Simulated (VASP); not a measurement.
# BF (Fm-3m) in VASP: settings compared, part 2 of 2

VASP 6.6.1. The steps go on from the part before.

**3. Single point, RPBE**

INCAR

```
  PREC = Accurate
  ENCUT = 600
  EDIFF = 1E-6
  ISMEAR = 1
  SIGMA = 0.0519
  LREAL = F
  LASPH = T
  NELM = 120
  ALGO = Normal
  ISIF = 2
  LWAVE = F
  LCHARG = F
  GGA = RP
  NBANDS = 12
  GGA_COMPAT = F
```

KPOINTS

```
Automatic mesh
0
Gamma
  7 7 7
```

POSCAR

```
BF
1.0
    0.0000000000      2.0767430000      2.0767430000
    2.0767430000      0.0000000000      2.0767430000
    2.0767430000      2.0767430000      0.0000000000
F B
1 1
Direct
    0.0000000000      0.0000000000      0.0000000000
    0.5000000000      0.5000000000      0.5000000000
```

Potentials or basis: VASP PAW PBE potentials, release 64 (F, B).

Run with:

```
cat potpaw_PBE.64/F/POTCAR potpaw_PBE.64/B/POTCAR > POTCAR
mpirun -np 1 vasp_std > vasp.out
```

It took 4.3 s on 1 thread of Intel Xeon Platinum 8488C (Sapphire Rapids), shared host; peak memory 0.12 GiB.

It converged, with:

| Property | Result |
| --- | --- |
| Free energy | -5.3896 eV |
| Pressure | 36.7 GPa |
| Band gap on the k mesh | 0.10 eV |

Levels at points of the mesh, in eV from the valence-band top:
| k point | band 2 | band 3 | band 4 | band 5 | band 6 | band 7 | band 8 | band 9 |
| --- | --- | --- | --- | --- | --- | --- | --- | --- |
| (0.00, 0.00, 0.00) | -6.61 | -6.61 | -6.61 | -6.21 | 5.63 | 5.63 | 5.63 | 15.44 |

Caveat: the cell stands under pressure; the PAW data sets were made with another functional, which shifts forces and pressure a little; an odd mesh through Γ misses points on the zone boundary, where band edges can lie.

**4. Single point, PBE**

INCAR: that of step 3 with these lines changed.

```diff
@@ -4,3 +4,3 @@
   ISMEAR = 1
-  SIGMA = 0.0519
+  SIGMA = 0.0171
   LREAL = F
@@ -12,3 +12,3 @@
   LCHARG = F
-  GGA = RP
+  GGA = PE
   NBANDS = 12
```

KPOINTS is that of step 3.

POSCAR is that of step 3.

Potentials or basis: VASP PAW PBE potentials, release 64 (F, B).

Run with:

```
cat potpaw_PBE.64/F/POTCAR potpaw_PBE.64/B/POTCAR > POTCAR
mpirun -np 1 vasp_std > vasp.out
```

OUTCAR:

```text
PREC = Accurate
   ENCUT = 600
   EDIFF = 1E-6
   ISMEAR = 1
   LREAL = F
   LASPH = T
   NELM = 120
   ISIF = 2
   GGA = PE

 ion  position               nearest neighbor table
   1  0.000  0.000  0.000-
   2  0.500  0.500  0.500-

  LATTYP: Found a face centered cubic cell.
 ALAT       =     4.1534860000

  Lattice vectors:

 A1 = (   0.0000000000,   2.0767430000,   2.0767430000)
 A2 = (   2.0767430000,   0.0000000000,   2.0767430000)
 A3 = (   2.0767430000,   2.0767430000,   0.0000000000)

Analysis of symmetry for initial positions (statically):
=====================================================================
 Subroutine PRICEL returns:
 Original cell was already a primitive cell.

 Routine SETGRP: Setting up the symmetry group for a
 face centered cubic supercell.

 Subroutine GETGRP returns: Found 48 space group operations
 (whereof 48 operations were pure point group operations)
 out of a pool of 48 trial point group operations.

The static configuration has the point symmetry O_h .
[... 164 lines left out ...]
  band No.  band energies     occupation
      1     -21.4537      2.00000
      2      -1.5490      2.00000
      3      -1.5490      2.00000
      4      -1.5490      2.00000
      5      -1.0762      2.00000
      6      10.6658      0.00000
      7      10.6658      0.00000
      8      10.6658      0.00000
      9      20.4807      0.00000
     10      20.4807      0.00000
     11      20.4807      0.00000
     12      24.3615      0.00000
[... 271 lines left out ...]
 k-point    20 :      -0.2857    0.4286    0.1429
  band No.  band energies     occupation
      1     -20.5520      2.00000
      2      -4.1849      2.00000
      3      -4.1010      2.00000
      4      -2.7620      2.00000
      5       3.7730      2.00000
      6       7.3428      0.00000
      7       8.5164      0.00000
      8       8.8040      0.00000
      9      18.9065      0.00000
     10      21.4144      0.00000
     11      27.1018      0.00000
     12      31.0709      0.00000

------------------------ aborting loop because EDIFF is reached ----------------------------------------

  FORCE on cell =-STRESS in cart. coord.  units (eV):
  Direction    XX          YY          ZZ          XY          YZ          ZX
  --------------------------------------------------------------------------------------
  -------------------------------------------------------------------------------------
  Total        3.5465480      3.5465480      3.5465480     -0.0000000     -0.0000000      0.0000000
  in kB      317.2036405    317.2036405    317.2036405     -0.0000000     -0.0000000      0.0000000
  external PRESSURE =     317.2036405 kB  Pullay stress =       0.0000000 kB

 VOLUME and BASIS-vectors are now :
 -----------------------------------------------------------------------------
  energy-cutoff  :      600.00
  volume of cell :       17.91
      direct lattice vectors                 reciprocal lattice vectors
     0.000000000  2.076743000  2.076743000    -0.240761616  0.240761616  0.240761616
     2.076743000  0.000000000  2.076743000     0.240761616 -0.240761616  0.240761616
     2.076743000  2.076743000  0.000000000     0.240761616  0.240761616 -0.240761616

 POSITION                                       TOTAL-FORCE (eV/Angst)
 -----------------------------------------------------------------------------------
      0.00000      0.00000      0.00000         0.000000      0.000000      0.000000
      2.07674      2.07674      2.07674        -0.000000     -0.000000     -0.000000
 -----------------------------------------------------------------------------------
    total drift:                                0.000000     -0.000000     -0.000000

  FREE ENERGIE OF THE ION-ELECTRON SYSTEM (eV)
  ---------------------------------------------------
  free  energy   TOTEN  =        -6.0263390346 eV

  energy  without entropy=       -6.0264084066  energy(sigma->0) =       -6.02636216
```

OSZICAR:

```text
N       E                     dE             d eps       ncg     rms          rms(c)
DAV:   1     0.260039811159E+02    0.26004E+02   -0.56997E+03   480   0.878E+02
DAV:   2    -0.584412465907E+01   -0.31848E+02   -0.30876E+02   560   0.161E+02
DAV:   3    -0.632085504996E+01   -0.47673E+00   -0.47606E+00   596   0.173E+01
DAV:   4    -0.632128445455E+01   -0.42940E-03   -0.49876E-03   544   0.722E-01
DAV:   5    -0.632135462214E+01   -0.70168E-04   -0.79541E-06   596   0.278E-02    0.387E+00
DAV:   6    -0.605925836836E+01    0.26210E+00   -0.33669E+00   516   0.111E+01    0.179E+00
DAV:   7    -0.602520763566E+01    0.34051E-01   -0.28659E-01   540   0.330E+00    0.482E-01
DAV:   8    -0.602664409800E+01   -0.14365E-02   -0.11468E-02   548   0.908E-01    0.135E-01
DAV:   9    -0.602639419887E+01    0.24990E-03   -0.26197E-04   572   0.123E-01    0.619E-02
DAV:  10    -0.602633979729E+01    0.54402E-04   -0.17625E-04   572   0.107E-01    0.887E-03
DAV:  11    -0.602633903461E+01    0.76267E-06   -0.17630E-06   496   0.128E-02
   1 F= -.60263390E+01 E0= -.60263622E+01  d E =0.693720E-04
```

stdout:

```text
POSCAR found type information on POSCAR F B
 POSCAR found :  2 types and       2 ions
 scaLAPACK will be used
 LDA part: xc-table for (Slater+PW92), standard interpolation
 POSCAR, INCAR and KPOINTS ok, starting setup
 FFT: planning ... GRIDC
 FFT: planning ... GRID_SOFT
 FFT: planning ... GRID
 WAVECAR not read
 entering main loop
```

Run time: 4.1 s. Hardware: 1 thread of Intel Xeon Platinum 8488C (Sapphire Rapids), shared host; peak memory 0.13 GiB.

Results:

| Quantity | Value |
| --- | --- |
| Free energy | -6.0263 eV |
| Pressure | 31.7 GPa |
| Band gap on the k mesh | 0.13 eV |

Levels at points of the mesh, in eV from the valence-band top:
| k point | band 3 | band 4 | band 5 | band 6 | band 7 | band 8 |
| --- | --- | --- | --- | --- | --- | --- |
| (0.00, 0.00, 0.00) | -6.62 | -6.62 | -6.14 | 5.60 | 5.60 | 5.60 |

Caveat: the cell stands under pressure; an odd mesh through Γ misses points on the zone boundary, where band edges can lie.

**5. Single point, PBE**

INCAR

```
SYSTEM = BF
PREC     = Accurate       ! precision mode
ENCUT    = 600            ! plane-wave cutoff, eV
EDIFF    = 1E-6           ! SCF threshold, eV
ISMEAR   = 1              ! smearing method
SIGMA    = 0.0519         ! smearing width, eV
LREAL    = .False.        ! projectors in reciprocal space
LASPH    = .True.         ! aspherical terms in the spheres
NELM     = 120            ! most SCF steps
ALGO     = Normal         ! electronic algorithm
ISIF     = 2              ! what is computed and relaxed
LWAVE    = .False.        ! write WAVECAR
LCHARG   = .False.        ! write CHGCAR
GGA      = PE             ! functional
NBANDS   = 12             ! bands
GGA_COMPAT= .False.
```

KPOINTS

```
regular mesh
0
Gamma
  9 9 9
  0 0 0
```

POSCAR is that of step 4.

Run with:

```
cat potpaw_PBE.64/F/POTCAR potpaw_PBE.64/B/POTCAR > POTCAR
mpirun -np 1 vasp_std > vasp.out
```

Run time: 5.8 s. Hardware: 1 thread of Intel Xeon Platinum 8488C (Sapphire Rapids), shared host; peak memory 0.13 GiB.

It converged, with:

```
Free energy            : -6.0561 eV
Pressure               : 33.1 GPa
Band gap on the k mesh : 0.62 eV
```

Levels at points of the mesh, in eV from the valence-band top:
| k point | band 3 | band 4 | band 5 | band 6 | band 7 | band 8 |
| --- | --- | --- | --- | --- | --- | --- |
| (0.00, 0.00, 0.00) | -6.33 | -6.33 | -5.86 | 5.88 | 5.88 | 5.88 |

Caveat: the cell stands under pressure; an odd mesh through Γ misses points on the zone boundary, where band edges can lie.

**6. The runs side by side**

| level | k mesh | smearing | gap on the mesh (eV) | pressure (GPa) |
| --- | --- | --- | --- | --- |
| PBE | 7 × 7 × 7 | methfessel-paxton 0.0519 eV | 0.13 | 31.7 |
| RPBE | 7 × 7 × 7 | methfessel-paxton 0.0519 eV | 0.10 | 36.7 |
| PBE | 7 × 7 × 7 | methfessel-paxton 0.0171 eV | 0.13 | 31.7 |
| PBE | 9 × 9 × 9 | methfessel-paxton 0.0519 eV | 0.62 | 33.1 |

Alike in all rows: task single point; potentials or basis VASP PAW PBE potentials, release 64 (F, B); no spin polarisation; cell as given; cutoff (eV) 600.

On the cell as given the gap runs from 0.10 eV (RPBE) to 0.62 eV (PBE); the meshes differ, which moves gaps too. The pressure there spans 31.7 GPa (PBE) to 36.7 GPa (RPBE); a positive pressure means that this level wants a larger cell, a negative one a smaller.

Caveats: the cell stands under pressure; an odd mesh through Γ misses points on the zone boundary, where band edges can lie; the PAW data sets were made with another functional, which shifts forces and pressure a little (at least some runs).

Total energies depend on the potentials used, so only differences within one code and one set of settings carry meaning.
